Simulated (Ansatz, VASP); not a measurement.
## SnO: VASP beside Ansatz

Contents of INCAR:

```
PREC = Accurate ; ENCUT = 520
EDIFF = 1E-6 ; ISMEAR = 0
SIGMA = 0.01 ; LREAL = False
LASPH = True ; NELM = 100
ALGO = Normal ; ISIF = 2
LWAVE = False ; LCHARG = True
GGA = PE ; LELF = True
LVHAR = True ; NBANDS = 28
```

KPOINTS

```
Automatic mesh
0
Gamma
  10 10 8
```

The input POSCAR:

```
SnO
1.0
    3.7135323115      0.0000000000      0.0000000000
    0.0000000000      4.0047218995      0.0000000000
    0.0000000000      0.0000000000      5.1025759698
Sn O
2 2
Direct
    0.0000000000      0.5000000000      0.2275768646
    0.5000000000      0.0000000000      0.7724231354
    0.5000000000      0.5000000000     -0.0140006970
    0.0000000000      0.0000000000      0.0140006970
```

Input for Ansatz:

```yaml
crystal:
  lattice:
    - [3.7135323115, 0.0, 0.0]
    - [0.0, 4.0047218995, 0.0]
    - [0.0, 0.0, 5.1025759698]
  atoms:
    - { symbol: Sn, position: [0.0, 0.5, 0.2275768646] }
    - { symbol: Sn, position: [0.5, 0.0, 0.7724231354] }
    - { symbol: O, position: [0.5, 0.5, -0.014000697] }
    - { symbol: O, position: [0.0, 0.0, 0.014000697] }
basis:
  ecutwfc: 420
kpoints:
  mp_grid: { grid: [10, 10, 8] }
  band_path: { path: [VBM, CBM], npoints: 2 }
hamiltonian:
  xc: pbe
scf:
  occupations: { method: gaussian, width: 0.01 }
output:
  forces: true
  stress: true
  eigenvalues: true
checkpoint:
  read: start.run
  write: ck
  compress: false
  write_wavefunctions: false
  write_every: 100000
```

Alike in both runs: task single point; functional PBE; k mesh 10 × 10 × 8; occupations gaussian, width 0.01 eV; no spin polarisation.

|  | VASP | Ansatz |
| --- | --- | --- |
| version | VASP 6.6.1 | Ansatz 0.2.0 |
| potentials or method | VASP PAW PBE potentials, release 64 (Sn_d, O), cutoff 520 eV | scalar-relativistic, plane waves, PAW |
| valence electrons in the cell | 40 | 40 |

VASP gave:

| Property | Result |
| --- | --- |
| gap on the k mesh at the Fermi level (eV) | 0.50 |
| least direct gap on the mesh (eV) | 1.99 |
| pressure (GPa) | 0.4 |
| traceless stress, the component that is largest in VASP (GPa) | 0.45 |
| rms of the force components (eV/Å) | 0.032 |

Task: Which values does Ansatz return?

Result: gap on the k mesh at the Fermi level (eV): 0.49; least direct gap on the mesh (eV): 2.02; pressure (GPa): 0.2; traceless stress, the component that is largest in VASP (GPa): 0.43; rms of the force components (eV/Å): 0.000.

Atom by atom the forces differ by 0.032 eV/Å (rms over components). With one functional, cell and mesh, what is left measures potentials, basis and numerics.
